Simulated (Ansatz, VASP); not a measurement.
**C in VASP and in Ansatz**

Contents of INCAR:

```
PREC = Accurate
ENCUT = 600
EDIFF = 1E-6
ISMEAR = 0
SIGMA = 0.01
LREAL = F
LASPH = T
NELM = 120
ALGO = Normal
ISIF = 2
LWAVE = F
LCHARG = T
GGA = PE
LELF = T
LVHAR = T
NBANDS = 11
GGA_COMPAT = F
```

KPOINTS

```
regular mesh
0
Gamma
  5 5 5
```

Contents of POSCAR:

```
C
1.0
    0.0000000000      1.7833700000      1.7833700000
    1.7833700000      0.0000000000      1.7833700000
    1.7833700000      1.7833700000      0.0000000000
C
2
Direct
    0.0000000000      0.0000000000      0.0000000000
    0.2500000000      0.2500000000      0.2500000000
```

Input for Ansatz:

```yaml
crystal:
  lattice:
    - [0.0, 1.78337, 1.78337]
    - [1.78337, 0.0, 1.78337]
    - [1.78337, 1.78337, 0.0]
  atoms:
    - { symbol: C, position: [0.0, 0.0, 0.0] }
    - { symbol: C, position: [0.25, 0.25, 0.25] }
basis:
  ecutwfc: 420.0
kpoints:
  mp_grid:
    grid: [5, 5, 5]
hamiltonian:
  xc: pbe
scf:
  occupations:
    method: fixed
output:
  eigenvalues: true
```

Alike in both runs: task single point; functional PBE; k mesh 5 × 5 × 5; no spin polarisation.

|  | VASP | Ansatz |
| --- | --- | --- |
| version | VASP 6.6.1 | Ansatz 0.2.0 |
| potentials or method | VASP PAW PBE potentials, release 64 (C), cutoff 600 eV | plane waves, PAW |
| occupations | gaussian, width 0.01 eV | fixed |
| valence electrons in the cell | 8 | 8 |

|  | VASP | Ansatz | Ansatz less VASP |
| --- | --- | --- | --- |
| gap on the k mesh at the Fermi level (eV) | 4.17 | 4.17 | +0.008 |

The k mesh is coarse, so the values compare programs but aren't converged.
